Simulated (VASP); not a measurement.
Crystal: CaO.

```
CELL_PARAMETERS angstrom
-0.03538 0.01381 2.94976
6.74576 -0.03728 -0.07788
-3.40517 5.54227 0.06527
ATOMIC_POSITIONS crystal
Ca 0.52232 0.15631 0.31225
Ca 0.52938 0.15948 0.86366
Ca 0.42948 0.64817 0.34800
Ca 0.54139 0.68136 0.80819
O 0.00622 0.35567 0.19218
O 0.95834 0.32178 0.65183
O 0.05057 0.84646 0.14984
O 0.96230 0.83077 0.67404
```

```yaml
Program: VASP 6.6.1
Task: relaxation of cell and atoms
Functional: PBE
Potentials_or_basis: VASP PAW PBE potentials, release 64 (Ca_sv, O)
Cutoff: 600 eV
k_mesh: 4 × 3 × 3
Occupations: gaussian, width 0.1 eV
Spin: no spin polarisation
```

At the start: pressure 9.5 GPa; volume 13.74 Å³/atom.

Task: Where does the relaxation end?

Result: Over 23 steps the energy falls by 213.9 meV/atom and the volume is 14.21 Å³/atom (+3.4 %); space group Pmn2_1 (No. 31, to 0.05 Å).

Step by step:
```tsv
step	energy change (eV)	largest force (eV/Å)	pressure (GPa)	volume (Å³)
1	0.0000	4.6976	9.54	109.89
2	-1.3247	0.5713	-5.57	123.36
3	-1.3492	0.7706	-4.19	121.33
4	-1.5482	0.6191	-0.51	115.87
5	-1.5607	0.6378	0.83	114.23
6	-1.6197	0.4157	0.50	114.12
7	-1.6440	0.3643	0.31	113.96
8	-1.6750	0.2474	-0.22	114.50
9	-1.6813	0.1990	-0.56	114.87
10	-1.6988	0.1119	-0.03	113.99
11	-1.6996	0.0982	0.14	113.76
12	-1.7030	0.0700	0.00	113.90
13	-1.7038	0.0967	-0.09	114.00
14	-1.7064	0.0488	-0.05	113.89
15	-1.7067	0.0542	-0.02	113.83
16	-1.7077	0.0495	0.03	113.75
17	-1.7083	0.0709	0.22	113.52
18	-1.7086	0.0512	0.16	113.60
19	-1.7092	0.0517	0.07	113.66
20	-1.7100	0.0530	-0.10	113.83
21	-1.7104	0.0432	-0.05	113.76
22	-1.7109	0.0429	0.11	113.58
23	-1.7112	0.0239	0.02	113.67
```

Final structure:
```
CELL_PARAMETERS angstrom
-0.00982 -0.00206 3.00451
6.60948 -0.00507 -0.01929
-3.30852 5.72674 0.00466
ATOMIC_POSITIONS crystal
Ca 0.50507 0.16657 0.33313
Ca 0.49722 0.16686 0.83302
Ca 0.49121 0.66688 0.33347
Ca 0.50669 0.66684 0.83353
O 0.99796 0.33274 0.16614
O 0.00438 0.33353 0.66660
O 0.99880 0.83295 0.16712
O 0.99867 0.83362 0.66699
```

Caveat: the k points lie up to 0.52 Å⁻¹ apart in the final cell.
